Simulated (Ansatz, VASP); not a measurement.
**GaGe3 in VASP and in Ansatz**

The input INCAR:

```
ALGO     = Normal         # electronic algorithm
EDIFF    = 1E-6           # SCF threshold, eV
ENCUT    = 520            # plane-wave cutoff, eV
GGA      = PS             # functional
ISIF     = 2              # what is computed and relaxed
ISMEAR   = -1             # smearing method
LASPH    = T              # aspherical terms in the spheres
LCHARG   = F              # write CHGCAR
LREAL    = F              # projectors in reciprocal space
LWAVE    = F              # write WAVECAR
NBANDS   = 36             # bands
NELM     = 80             # most SCF steps
PREC     = Accurate       # precision mode
SIGMA    = 0.05           # smearing width, eV
```

KPOINTS

```
k-points
0
Gamma
  4 4 4
```

File POSCAR:

```
GaGe3
1.0
    4.2784660000      0.0000000000      0.0000000000
    0.0000000000      4.2784660000      0.0000000000
    0.0000000000      0.0000000000      4.2784660000
Ge Ga
3 1
Direct
    0.5000000000      0.5000000000      0.0000000000
    0.5000000000      0.0000000000      0.5000000000
    0.0000000000      0.5000000000      0.5000000000
    0.0000000000      0.0000000000      0.0000000000
```

The input input.yaml:

```yaml
crystal:
  lattice:
    - [4.278466, 0.0, 0.0]
    - [0.0, 4.278466, 0.0]
    - [0.0, 0.0, 4.278466]
  atoms:
    - { symbol: Ge, position: [0.5, 0.5, 0.0] }
    - { symbol: Ge, position: [0.5, 0.0, 0.5] }
    - { symbol: Ge, position: [0.0, 0.5, 0.5] }
    - { symbol: Ga, position: [0.0, 0.0, 0.0] }
kpoints:
  mp_grid: { grid: [4, 4, 4] }
  band_path:
    path:
      - [0.0, 0.0, 0.0]
      - [0.0, 0.5, 0.0]
      - [0.5, 0.5, 0.0]
      - [0.0, 0.0, 0.0]
      - [0.5, 0.5, 0.5]
      - [0.0, 0.5, 0.0]
    npoints: 12
scf:
  occupations: { method: fermi_dirac, width: 0.05 }
hamiltonian:
  xc: pbesol
  pseudopotentials: { kind: all_electron, lapw: { basis_error: 0.002 } }
output:
  forces: true
  stress: true
  eigenvalues: true
```

Alike in both runs: functional PBEsol; k mesh 4 × 4 × 4; occupations fermi-dirac, width 0.05 eV; no spin polarisation.

|  | VASP | Ansatz |
| --- | --- | --- |
| version | VASP 6.6.1 | Ansatz 0.2.0 |
| potentials or method | VASP PAW PBE potentials, release 64 (Ge_d, Ga_d), cutoff 520 eV | all-electron LAPW, scalar-relativistic |
| task | single point | band structure |

|  | VASP | Ansatz | Ansatz less VASP |
| --- | --- | --- | --- |
| gap on the k mesh at the Fermi level (eV) | none | none | - |
| pressure (GPa) | -3.8 | -3.8 | 0.00 |

VASP's potentials were made for PBE, not for PBEsol. A gap of «none» marks a metal or a gap that the smearing closes. Ansatz ran all-electron here, and VASP with PAW potentials.

The k mesh is coarse, so the values compare programs but aren't converged. Noted on Ansatz's run: the k mesh is thin for a metal, which can move the energy by tens of meV per atom.
